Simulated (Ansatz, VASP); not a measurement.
Two plane-wave programs on Cs2InAgCl6

```xyz
10
Lattice="0.0000 5.1905 5.1905 5.1905 0.0000 5.1905 5.1905 5.1905 0.0000" Properties=species:S:1:pos:R:3 pbc="T T T"
Cs    2.5953    2.5953    2.5953
Cs    7.7858    7.7858    7.7858
In    0.0000    0.0000    0.0000
Ag    5.1905    5.1905    5.1905
Cl    2.4893    5.1905    5.1905
Cl    5.1905    2.4893    5.1905
Cl    7.8918    5.1905    5.1905
Cl    5.1905    7.8918    5.1905
Cl    5.1905    5.1905    2.4893
Cl    5.1905    5.1905    7.8918
```

Alike in both runs: task single point; functional LDA; k mesh 4 × 4 × 4; no spin polarisation.

```csv
,VASP,Ansatz
version,VASP 6.6.1,Ansatz 0.2.0
potentials or method,"VASP PAW LDA potentials, release 64 (Cs_sv, In_d, Ag, Cl), cutoff 500 eV","plane waves, PAW"
occupations,"gaussian, width 0.01 eV",fixed
valence electrons in the cell,84,92
```

|  | VASP | Ansatz | Ansatz less VASP |
| --- | --- | --- | --- |
| pressure (GPa) | -1.3 | -1.3 | 0.00 |

LDA's correlation is that of Perdew and Zunger in VASP and of Perdew and Wang (1992) in Ansatz. VASP's potentials hold 84 valence electrons a cell and Ansatz's 92, so a difference there can come from the potentials and not from the codes.

Neither program's run includes spin-orbit coupling.
